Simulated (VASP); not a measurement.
Here is a VASP 6.6.1 calculation.

INCAR

```
SYSTEM = NbP
PREC = Accurate ; ENCUT = 520
EDIFF = 1E-7 ; ISMEAR = 0
SIGMA = 0.1 ; LREAL = .FALSE.
LASPH = .TRUE. ; NELM = 100
ALGO = Normal ; ISIF = 2
LWAVE = .FALSE. ; LCHARG = .FALSE.
GGA = PE ; NBANDS = 46
```

Contents of KPOINTS:

```
regular mesh
0
G
  10 10 4
  0 0 0
```

The input POSCAR:

```
NbP
1.0
    3.2466354389      0.0000000000      0.0000000000
    0.0000000000      3.3820697652      0.0000000000
    0.0000000000      0.0000000000     11.5430626725
Nb P
4 4
Direct
    0.5000000000      0.5000000000     -0.0010882592
    0.0000000000      0.5000000000      0.7502134325
    0.0000000000      0.0000000000      0.4989117408
    0.5000000000      0.0000000000      0.2502134325
    0.0000000000      0.0000000000      0.0824178662
    0.5000000000      0.0000000000      0.8337141105
    0.5000000000      0.5000000000      0.5824178662
    0.0000000000      0.5000000000      0.3337141105
```

Potentials or basis: VASP PAW PBE potentials, release 64 (Nb_sv, P).

Command:

```console
$ cat potpaw_PBE.64/Nb_sv/POTCAR potpaw_PBE.64/P/POTCAR > POTCAR
$ mpirun -np 1 vasp_std > vasp.out
```

Problem. Predict the pressure.

Solution. 2.0 GPa.

Problem. What does it give for the band gap on the k mesh?

Solution. Zero (band 36 reaches 10.92 eV, above the bottom of band 37 at 10.69 eV).

Stress tensor (GPa, compression positive):
```
 6.93  0.00  0.00
 0.00 -0.41  0.00
 0.00  0.00 -0.38
```

Caveat: the cell differs from its parent crystal (uniaxial strain along a: -3.0 %, then relaxed in part).
